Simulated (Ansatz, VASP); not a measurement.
## HfN: VASP beside Ansatz

```
Hf N
1.0
     3.21572    0.00000    0.00000
     0.00000    4.54772    0.00000
     0.00000    0.00000   19.21570
Hf N
3 3
Direct
  0.00000 0.25000 0.42015
  0.50000 0.75000 0.50000
  0.00000 0.25000 0.57985
  0.00000 0.75000 0.42011
  0.50000 0.25000 0.50000
  0.00000 0.75000 0.57989
```

Alike in both runs: functional PBE; k mesh 9 × 7 × 1; occupations fermi-dirac, width 0.02 eV; no spin polarisation.

Ansatz relaxed the structure, and its values are those at the end. VASP's run is a single point on that final structure, the one shown.

|  | VASP | Ansatz |
| --- | --- | --- |
| version | VASP 6.6.1 | Ansatz 0.2.0 |
| potentials or method | VASP PAW PBE potentials, release 64 (Hf_pv, N) | PAW with Ansatz's default frozen-core files, scalar-relativistic |
| plane-wave cutoff (eV) | 520 | 420 |
| valence electrons in the cell | 45 | 93 |

|  | VASP | Ansatz | Ansatz less VASP |
| --- | --- | --- | --- |
| rms of the force components (eV/Å) | 0.051 | 0.000 | -0.0508 |

VASP's potentials hold 45 valence electrons a cell and Ansatz's 93, so a difference there can come from the potentials and not from the codes. Ansatz's warnings: stress scf threshold loose.

Spin-orbit coupling is off throughout.
